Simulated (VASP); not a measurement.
# W (a cell with a defect) in VASP: a series of runs

W (a cell with a defect) is run at these levels: PBEsol; tasks: single point.

Program: VASP 6.6.1. These are calculated values, not measurements. Logs are shortened: lines on timing, memory, paths and dates and some standing lists are left out, and cuts for length are marked.

**1. The cell of the first run**

The cell holds a defect, 15 atoms: a = 6.320 Å, b = 6.320 Å, c = 6.320 Å, α = 90.00°, β = 90.00°, γ = 90.00°.

**2. Single point, PBEsol**

INCAR

```
SYSTEM = W
  PREC = Accurate
  ENCUT = 520
  EDIFF = 1E-7
  ISMEAR = -1
  SIGMA = 0.15
  LREAL = Auto
  LASPH = .True.
  NELM = 60
  ALGO = Normal
  ISIF = 2
  LWAVE = .False.
  LCHARG = .False.
  GGA = PS
  NBANDS = 118
```

KPOINTS

```
regular mesh
0
Gamma
  3 3 3
  0 0 0
```

POSCAR

```
W
1.0
    6.3200000000      0.0000000000      0.0000000000
    0.0000000000      6.3200000000      0.0000000000
    0.0000000000      0.0000000000      6.3200000000
W
15
Direct
   -0.2479501508      0.2479501508     -0.2479501508
    0.5000000000      0.0000000000      0.0000000000
    0.0000000000      0.5000000000      0.0000000000
    0.0000000000      0.0000000000      0.5000000000
    0.2479501508      0.2479501508      0.2479501508
    0.5000000000      0.5000000000      0.0000000000
    0.5000000000      0.0000000000      0.5000000000
    0.7520498492      0.2479501508      0.2479501508
    0.0000000000      0.5000000000      0.5000000000
    0.2479501508      0.7520498492      0.2479501508
    0.2479501508      0.2479501508      0.7520498492
    0.5000000000      0.5000000000      0.5000000000
    0.7520498492      0.7520498492      0.2479501508
    0.2479501508      0.7520498492      0.7520498492
    0.7520498492      0.7520498492      0.7520498492
```

Potentials or basis: VASP PAW PBE potentials, release 64 (W_sv).

On the command line:

```console
> cat potpaw_PBE.64/W_sv/POTCAR > POTCAR
> mpirun -np 1 vasp_std > vasp.out
```

OUTCAR:

```text
SYSTEM = W
   PREC = Accurate
   ENCUT = 520
   EDIFF = 1E-7
   ISMEAR = -1
   LREAL = Auto
   LASPH = .True.
   NELM = 60
   ISIF = 2
   GGA = PS

 ion  position               nearest neighbor table
   1  0.752  0.248  0.752-   2 2.73   3 2.73   4 2.73   6 2.74   7 2.74   9 2.74  12 2.76  11 3.13
                             8 3.13  15 3.13  15 3.19   8 3.19  11 3.19
   2  0.500  0.000  0.000-   1 2.73   5 2.73   8 2.73  10 2.73  11 2.73  13 2.73  14 2.73  15 2.73
                             6 3.16   7 3.16   7 3.16   6 3.16
   3  0.000  0.500  0.000-   1 2.73   5 2.73   8 2.73  10 2.73  11 2.73  13 2.73  14 2.73  15 2.73
                             9 3.16   6 3.16   9 3.16   6 3.16
   4  0.000  0.000  0.500-   1 2.73   5 2.73   8 2.73  10 2.73  11 2.73  13 2.73  14 2.73  15 2.73
                             9 3.16   7 3.16   9 3.16   7 3.16
   5  0.248  0.248  0.248-   2 2.73   3 2.73   4 2.73   6 2.74   7 2.74   9 2.74  12 2.76  10 3.13
                            11 3.13   8 3.13  10 3.19  11 3.19   8 3.19
   6  0.500  0.500  0.000-   1 2.74   5 2.74   8 2.74  10 2.74  11 2.74  13 2.74  14 2.74  15 2.74
                             2 3.16   3 3.16  12 3.16  12 3.16   2 3.16   3 3.16
   7  0.500  0.000  0.500-   1 2.74   5 2.74   8 2.74  10 2.74  11 2.74  13 2.74  14 2.74  15 2.74
                             2 3.16   4 3.16  12 3.16   2 3.16  12 3.16   4 3.16
   8  0.752  0.248  0.248-   2 2.73   3 2.73   4 2.73   6 2.74   7 2.74   9 2.74  12 2.76   1 3.13
                             5 3.13  13 3.13  13 3.19   1 3.19   5 3.19
   9  0.000  0.500  0.500-   1 2.74   5 2.74   8 2.74  10 2.74  11 2.74  13 2.74  14 2.74  15 2.74
                             3 3.16   4 3.16  12 3.16   3 3.16   4 3.16  12 3.16
  10  0.248  0.752  0.248-   2 2.73   3 2.73   4 2.73   6 2.74   7 2.74   9 2.74  12 2.76   5 3.13
                            13 3.13  14 3.13  13 3.19  14 3.19   5 3.19
  11  0.248  0.248  0.752-   2 2.73   3 2.73   4 2.73   6 2.74   7 2.74   9 2.74  12 2.76   1 3.13
                             5 3.13  14 3.13   1 3.19  14 3.19   5 3.19
  12  0.500  0.500  0.500-   1 2.76   5 2.76   8 2.76  10 2.76  11 2.76  13 2.76  14 2.76  15 2.76
                             9 3.16   7 3.16   6 3.16   6 3.16   7 3.16   9 3.16
  13  0.752  0.752  0.248-   2 2.73   3 2.73   4 2.73   6 2.74   7 2.74   9 2.74  12 2.76  10 3.13
                             8 3.13  15 3.13  15 3.19   8 3.19  10 3.19
  14  0.248  0.752  0.752-   2 2.73   3 2.73   4 2.73   6 2.74   7 2.74   9 2.74  12 2.76  11 3.13
                            10 3.13  15 3.13  15 3.19  10 3.19  11 3.19
  15  0.752  0.752  0.752-   2 2.73   3 2.73   4 2.73   6 2.74   7 2.74   9 2.74  12 2.76   1 3.13
                            13 3.13  14 3.13  13 3.19   1 3.19  14 3.19

  LATTYP: Found a simple cubic cell.
 ALAT       =     6.3200000000

  Lattice vectors:

 A1 = (   6.3200000000,   0.0000000000,   0.0000000000)
 A2 = (   0.0000000000,   6.3200000000,   0.0000000000)
 A3 = (   0.0000000000,   0.0000000000,   6.3200000000)

Analysis of symmetry for initial positions (statically):
=====================================================================
 Subroutine PRICEL returns:
 Original cell was already a primitive cell.

 Routine SETGRP: Setting up the symmetry group for a
 simple cubic supercell.

 Subroutine GETGRP returns: Found 48 space group operations
 (whereof 48 operations were pure point group operations)
 out of a pool of 48 trial point group operations.

The static configuration has the point symmetry O_h .

Analysis of symmetry for dynamics (positions and initial velocities):
=====================================================================
 Subroutine PRICEL returns:
 Original cell was already a primitive cell.

 Routine SETGRP: Setting up the symmetry group for a
 simple cubic supercell.

 Subroutine GETGRP returns: Found 48 space group operations
 (whereof 48 operations were pure point group operations)
 out of a pool of 48 trial point group operations.

The dynamic configuration has the point symmetry O_h .

 Subroutine INISYM returns: Found 48 space group operations
 (whereof 48 operations are pure point group operations),
 and found     1 'primitive' translations

----------------------------------------------------------------------------------------

                                     Primitive cell

  volume of cell :     252.4360

  direct lattice vectors                    reciprocal lattice vectors
     6.320000000  0.000000000  0.000000000     0.158227848  0.000000000  0.000000000
     0.000000000  6.320000000  0.000000000     0.000000000  0.158227848  0.000000000
     0.000000000  0.000000000  6.320000000     0.000000000  0.000000000  0.158227848

  length of vectors
     6.320000000  6.320000000  6.320000000     0.158227848  0.158227848  0.158227848

  position of ions in fractional coordinates (direct lattice)
     0.752049849  0.247950151  0.752049849
     0.500000000  0.000000000  0.000000000
     0.000000000  0.500000000  0.000000000
     0.000000000  0.000000000  0.500000000
     0.247950151  0.247950151  0.247950151
     0.500000000  0.500000000  0.000000000
     0.500000000  0.000000000  0.500000000
     0.752049849  0.247950151  0.247950151
     0.000000000  0.500000000  0.500000000
     0.247950151  0.752049849  0.247950151
     0.247950151  0.247950151  0.752049849
     0.500000000  0.500000000  0.500000000
     0.752049849  0.752049849  0.247950151
     0.247950151  0.752049849  0.752049849
     0.752049849  0.752049849  0.752049849

  ion indices of the primitive-cell ions
   primitive index   ion index
                 1           1
                 2           2
                 3           3
                 4           4
                 5           5
                 6           6
                 7           7
                 8           8
                 9           9
                10          10
                11          11
                12          12
                13          13
                14          14
                15          15

----------------------------------------------------------------------------------------

 KPOINTS: regular mesh

Automatic generation of k-mesh.
 Grid dimensions read from file:
 generate k-points for:    3    3    3

 Generating k-lattice:

  Cartesian coordinates                     Fractional coordinates (reciprocal lattice)
     0.052742616  0.000000000  0.000000000     0.333333333  0.000000000  0.000000000
     0.000000000  0.052742616  0.000000000     0.000000000  0.333333333  0.000000000
     0.000000000  0.000000000  0.052742616     0.000000000  0.000000000  0.333333333

  Length of vectors
     0.052742616  0.052742616  0.052742616

  Shift w.r.t. Gamma in fractional coordinates (k-lattice)
     0.000000000  0.000000000  0.000000000

 Subroutine IBZKPT returns following result:
 ===========================================

 Found      4 irreducible k-points:

 Following reciprocal coordinates:
            Coordinates               Weight
  0.000000  0.000000  0.000000      1.000000
  0.333333  0.000000  0.000000      6.000000
  0.333333  0.333333  0.000000     12.000000
  0.333333  0.333333  0.333333      8.000000
   k-points           NKPTS =      4   k-points in BZ     NKDIM =      4   number of bands    NBANDS=    118
   number of dos      NEDOS =    301   number of ions     NIONS =     15
   total plane-waves  NPLWV = 110592
   dimension x,y,z NGX =    48 NGY =   48 NGZ =   48
   dimension x,y,z NGXF=    96 NGYF=   96 NGZF=   96
   ions per type =              15
   NGX,Y,Z   is equivalent  to a cutoff of  12.63, 12.63, 12.63 a.u.
   NGXF,Y,Z  is equivalent  to a cutoff of  25.25, 25.25, 25.25 a.u.
 SYSTEM =  W
   PREC   = accura    normal or accurate (medium, high low for compatibility)
   ISTART =      0    job   : 0-new  1-cont  2-samecut
   ICHARG =      2    charge: 1-file 2-atom 10-const
   ISPIN  =      1    spin polarized calculation?
   LNONCOLLINEAR =      F non collinear calculations
   LSORBIT =      F    spin-orbit coupling
   LASPH  =      T    aspherical Exc in radial PAW
   ENCUT  =  520.0 eV  38.22 Ry    6.18 a.u.  11.75 11.75 11.75*2*pi/ulx,y,z
   NELM   =     60;   NELMIN=  2; NELMDL= -5     # of ELM steps
   EDIFF  = 0.1E-06   stopping-criterion for ELM
   LREAL  =      T    real-space projection
   EDIFFG = 0.1E-05   stopping-criterion for IOM
   NSW    =      0    number of steps for IOM
   IBRION =     -1    ionic relax: 0-MD 1-quasi-New 2-CG
   NFREE  =      0    steps in history (QN), initial steepest desc. (CG)
   ISIF   =      2    stress and relaxation
   ISYM   =      2    0-nonsym 1-usesym 2-fastsym
   POTIM  = 0.5000    time-step for ionic-motion
   TEBEG  =    0.0;   TEEND  =   0.0 temperature during run
   PSTRESS=    0.0 pullay stress
   NELECT =     210.0000    total number of electrons
   NUPDOWN=      -1.0000    fix difference up-down
   EMIN   =  10.00;   EMAX   =-10.00  energy-range for DOS
   EFERMI =   0.00;   METHOD = LEGACY
   ISMEAR =    -1;   SIGMA  =   0.15  broadening in eV -4-tet -1-fermi 0-gaus
   EFERMI_NEDOS =   21; number of points for ismear=-14 and -15
   IALGO  =     38    algorithm
   IMIX   =      4    mixing-type and parameters
     AMIX     =   0.40;   BMIX     =  1.00
     AMIX_MAG =   1.60;   BMIX_MAG =  1.00
  volume/ion in A,a.u.               =      16.83       113.57
  Fermi-wavevector in a.u.,A,eV,Ry     =   1.539681  2.909576 32.254225  2.370619
  Thomas-Fermi vector in A             =   2.645875
   LORBIT       =      0    0 simple, 1 ext, 2 COOP (PROOUT), +10 PAW based schemes
   GGA     = PS    functional components
   LHFCALC =     F    Hartree Fock is set to
   AEXX    =    0.0000 exact exchange contribution
   IVDW    =     0    specifies the selected vdW correction
   LEPSILON=     F    determine dielectric tensor
   LRPA    =     F    only Hartree local field effects (RPA)
 non-spin polarized calculation
  energy-cutoff  :      520.00
  volume of cell :      252.44
 maximum number of plane-waves:      6859
 NGX is ok and might be reduce to    48
   NGX = 23   NGY = 23   NGZ = 23

 number of electron     210.0000002 magnetization

 Free energy of the ion-electron system (eV)
  ---------------------------------------------------
  ext. energy  EPLUGINS =         0.00000000
  ---------------------------------------------------
  free energy    TOTEN  =      -203.64038502 eV

  energy without entropy =     -202.91439055  energy(sigma->0) =     -203.27738779

 E-fermi :  10.0879     XC(G=0): -13.3431

 val. band max:       10.0735513673   @ k =   0.3333   0.0000   0.0000
 cond. band min:      10.1846756703   @ k =   0.3333   0.3333   0.3333
 fundamental gap:      0.1111243030
 Fermi energy:        10.0879438997

 k-point     1 :       0.0000    0.0000    0.0000
  band No.  band energies     occupation
      1     -63.7824      2.00000
      2     -63.6972      2.00000
      3     -63.6972      2.00000
      4     -63.6972      2.00000
      5     -63.6880      2.00000
      6     -63.6880      2.00000
[... 109 lines left out ...]
    116      11.7648      0.00003
    117      12.0480      0.00000

 k-point     2 :       0.3333    0.0000    0.0000
  band No.  band energies     occupation
      1     -63.7686      2.00000
      2     -63.7290      2.00000
      3     -63.6949      2.00000
      4     -63.6949      2.00000
      5     -63.6902      2.00000
      6     -63.6902      2.00000
[... 109 lines left out ...]
    116      11.8188      0.00002
    117      12.2190      0.00000

 k-point     3 :       0.3333    0.3333    0.0000
  band No.  band energies     occupation
      1     -63.7565      2.00000
      2     -63.7275      2.00000
      3     -63.7176      2.00000
      4     -63.6991      2.00000
      5     -63.6926      2.00000
      6     -63.6880      2.00000
[... 109 lines left out ...]
    116      11.9179      0.00001
    117      12.0602      0.00000

 k-point     4 :       0.3333    0.3333    0.3333
  band No.  band energies     occupation
      1     -63.7461      2.00000
      2     -63.7224      2.00000
      3     -63.7224      2.00000
      4     -63.7019      2.00000
      5     -63.6961      2.00000
      6     -63.6961      2.00000
[... 109 lines left out ...]
    116      12.4388      0.00000
    117      12.4420      0.00000
 [bands above 117 left out]

------------------------ aborting loop because EDIFF is reached ----------------------------------------

  FORCE on cell =-STRESS in cart. coord.  units (eV):
  Direction    XX          YY          ZZ          XY          YZ          ZX
  --------------------------------------------------------------------------------------
  -------------------------------------------------------------------------------------
  Total      -12.1609935    -12.1609935    -12.1609935     -0.0000000      0.0000000      0.0000000
  in kB      -77.1841995    -77.1841995    -77.1841995     -0.0000000      0.0000000      0.0000000
  external PRESSURE =     -77.1841995 kB  Pullay stress =       0.0000000 kB

 VOLUME and BASIS-vectors are now :
 -----------------------------------------------------------------------------
  energy-cutoff  :      520.00
  volume of cell :      252.44
      direct lattice vectors                 reciprocal lattice vectors
     6.320000000  0.000000000  0.000000000     0.158227848  0.000000000  0.000000000
     0.000000000  6.320000000  0.000000000     0.000000000  0.158227848  0.000000000
     0.000000000  0.000000000  6.320000000     0.000000000  0.000000000  0.158227848

 POSITION                                       TOTAL-FORCE (eV/Angst)
 -----------------------------------------------------------------------------------
      4.75296      1.56704      4.75296         0.008684     -0.008684      0.008684
      3.16000      0.00000      0.00000         0.000000      0.000000      0.000000
      0.00000      3.16000      0.00000         0.000000      0.000000      0.000000
      0.00000      0.00000      3.16000         0.000000      0.000000      0.000000
      1.56704      1.56704      1.56704        -0.008684     -0.008684     -0.008684
      3.16000      3.16000      0.00000         0.000000      0.000000      0.000000
      3.16000      0.00000      3.16000         0.000000      0.000000      0.000000
      4.75296      1.56704      1.56704         0.008684     -0.008684     -0.008684
      0.00000      3.16000      3.16000         0.000000      0.000000      0.000000
      1.56704      4.75296      1.56704        -0.008684      0.008684     -0.008684
      1.56704      1.56704      4.75296        -0.008684     -0.008684      0.008684
      3.16000      3.16000      3.16000         0.000000      0.000000      0.000000
      4.75296      4.75296      1.56704         0.008684      0.008684     -0.008684
      1.56704      4.75296      4.75296        -0.008684      0.008684      0.008684
      4.75296      4.75296      4.75296         0.008684      0.008684      0.008684
 -----------------------------------------------------------------------------------
    total drift:                                0.000000      0.000000      0.000000

  FREE ENERGIE OF THE ION-ELECTRON SYSTEM (eV)
  ---------------------------------------------------
  free  energy   TOTEN  =      -203.6403850237 eV

  energy  without entropy=     -202.9143905493  energy(sigma->0) =     -203.27738779
```

Run time: 4.9 min. Hardware: 1 thread of Intel Xeon Platinum 8259CL at 2.50GHz (Skylake/Cascade Lake), shared host; peak memory 0.35 GiB.

What came out:

```yaml
Free_energy: -203.6404 eV
Pressure: -7.7 GPa
Largest_force: 0.015 eV/Å
Band_gap_on_the_k_mesh: zero (band 105 reaches 10.07 eV, above the bottom of band 106 at 10.06 eV)
```

Forces in eV/Å, atoms in the order of the input:
```
W    0.009 -0.009  0.009
W    0.000  0.000  0.000
W    0.000  0.000  0.000
W    0.000  0.000  0.000
W   -0.009 -0.009 -0.009
W    0.000  0.000  0.000
W    0.000  0.000  0.000
W    0.009 -0.009 -0.009
W    0.000  0.000  0.000
W   -0.009  0.009 -0.009
W   -0.009 -0.009  0.009
W    0.000  0.000  0.000
W    0.009  0.009 -0.009
W   -0.009  0.009  0.009
W    0.009  0.009  0.009
```

Caveat: the PAW data sets were made with another functional, which shifts forces and pressure a little; spin-orbit coupling is left out, which moves the levels of the heavy elements.

[end of part 1 of 2]
